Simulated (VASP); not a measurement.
Input of a VASP 6.6.1 run:

File INCAR:

```
SYSTEM = BaTiO3
  ALGO = Normal
  EDIFF = 1E-6
  ENCUT = 910
  GGA = PS
  GGA_COMPAT = .False.
  ISIF = 2
  ISMEAR = 0
  LASPH = .True.
  LCHARG = .True.
  LELF = .True.
  LREAL = .False.
  LVHAR = .True.
  LWAVE = .False.
  NBANDS = 28
  NELM = 120
  PREC = Accurate
  SIGMA = 0.01
```

Contents of KPOINTS:

```
k-points
0
Gamma
  6 6 6
  0 0 0
```

File POSCAR:

```
BaTiO3
1.0
    2.9362168892      1.6952256079      2.4076489045
   -2.9362168892      1.6952256079      2.4076489045
    0.0000000000     -3.3904512158      2.4076489045
Ba Ti O
1 1 3
Direct
    0.0000000000      0.0000000000      0.0000000000
    0.4845000000      0.4845000000      0.4845000000
    0.5086000000      0.5086000000      0.0175000000
    0.0175000000      0.5086000000      0.5086000000
    0.5086000000      0.0175000000      0.5086000000
```

Potentials or basis: VASP PAW PBE potentials, release 64 (Ba_sv, Ti_sv, O_h).

Command:

```bash
$ cat potpaw_PBE.64/Ba_sv/POTCAR potpaw_PBE.64/Ti_sv/POTCAR potpaw_PBE.64/O_h/POTCAR > POTCAR
$ mpirun -np 1 vasp_std > vasp.out
```

Task: What does it give for the band gap on the k mesh?

Result: 2.06 eV, indirect (least direct gap 2.52 eV).

Task: Estimate the largest force.

Result: 0.945 eV/Å.

Forces in eV/Å, atoms in the order of the input:
```
Ba   0.000  0.000 -0.151
Ti   0.000  0.000 -0.945
O    0.000 -0.574  0.366
O    0.497  0.287  0.366
O   -0.497  0.287  0.366
```

Caveat: the PAW data sets were made with another functional, which shifts forces and pressure a little; spin-orbit coupling is left out, which moves the levels of the heavy elements. A k mesh can miss the band edges.
